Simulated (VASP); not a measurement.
Here is a VASP 6.6.1 calculation.

INCAR

```
SYSTEM = Y
  PREC = Accurate
  ENCUT = 520
  EDIFF = 1E-6
  ISMEAR = -1
  SIGMA = 0.05
  LREAL = .FALSE.
  LASPH = .TRUE.
  NELM = 60
  ALGO = Fast
  ISIF = 2
  LWAVE = .FALSE.
  LCHARG = .FALSE.
  GGA = PS
  NBANDS = 18
```

KPOINTS

```
Automatic mesh
0
G
  8 8 5
  0 0 0
```

File POSCAR:

```
Y
1.0
    3.6474000000      0.0000000000      0.0000000000
   -1.8237000000      3.1587410578      0.0000000000
    0.0000000000      0.0000000000      5.7306000000
Y
2
Direct
    0.6700770000      0.3217800000      0.7512290000
    0.3305060000      0.6741340000      0.2556330000
```

Potentials or basis: VASP PAW PBE potentials, release 64 (Y_sv).

The run is started by

```sh
$ cat potpaw_PBE.64/Y_sv/POTCAR > POTCAR
$ mpirun -np 1 vasp_std > vasp.out
```

**Question.** Estimate the band gap on the k mesh.

**Answer.** Zero (band 11 reaches 3.74 eV, above the bottom of band 12 at 2.42 eV).

**Question.** Estimate the pressure.

**Answer.** -2.1 GPa.

Forces in eV/Å, atoms in the order of the input:
```
Y   -0.059  0.066  0.076
Y    0.059 -0.066 -0.076
```

Caveat: the cell differs from its parent crystal (atoms moved at random); the PAW data sets were made with another functional, which shifts forces and pressure a little.
